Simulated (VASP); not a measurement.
Write the native input for VASP 6.6.1 that does the following.

| Quantity | Value |
| --- | --- |
| Task | single point |
| Functional | PBEsol |
| Potentials or basis | VASP PAW PBE potentials, release 64 (Pd) |
| Cutoff | 520 eV |
| k mesh | 18 × 18 × 18 |
| Occupations | gaussian, width 0.1 eV |
| Spin | no spin polarisation |
| Dipole correction | no |
| Further INCAR settings | ALGO = Fast; EDIFF = 1e-07; NBANDS = 11 |

The structure of Pd lies in POSCAR:

```
Pd
1.0
    0.0000000000      1.9375230926      1.9375230926
    1.9375230926      0.0000000000      1.9375230926
    1.9375230926      1.9375230926      0.0000000000
Pd
1
Direct
    0.0000000000      0.0000000000      0.0000000000
```

The input as run:

INCAR

```
ALGO     = Fast           # electronic algorithm
EDIFF    = 1E-7           # SCF threshold, eV
ENCUT    = 520            # plane-wave cutoff, eV
GGA      = PS             # functional
ISIF     = 2              # what is computed and relaxed
ISMEAR   = 0              # smearing method
LASPH    = T              # aspherical terms in the spheres
LCHARG   = T              # write CHGCAR
LELF     = T              # ELF
LREAL    = F              # projectors in reciprocal space
LVHAR    = T            
LWAVE    = F              # write WAVECAR
NBANDS   = 11             # bands
NELM     = 100            # most SCF steps
PREC     = Accurate       # precision mode
SIGMA    = 0.1            # smearing width, eV
```

KPOINTS

```
k-points
0
Gamma
  18 18 18
```

Potentials or basis: VASP PAW PBE potentials, release 64 (Pd).

Command:

```console
$ cat potpaw_PBE.64/Pd/POTCAR > POTCAR
$ mpirun -np 1 vasp_std > vasp.out
```

Results of the run:

```yaml
Pressure: -0.4 GPa
Band_gap_on_the_k_mesh: zero (band 5 reaches 10.16 eV, above the bottom of band 6 at 8.54 eV)
```

Caveat: the PAW data sets were made with another functional, which shifts forces and pressure a little.

Wall time 39 s on 1 thread of AMD EPYC 7R13 Processor (Zen 3) (shared host), peak memory 0.12 GiB.
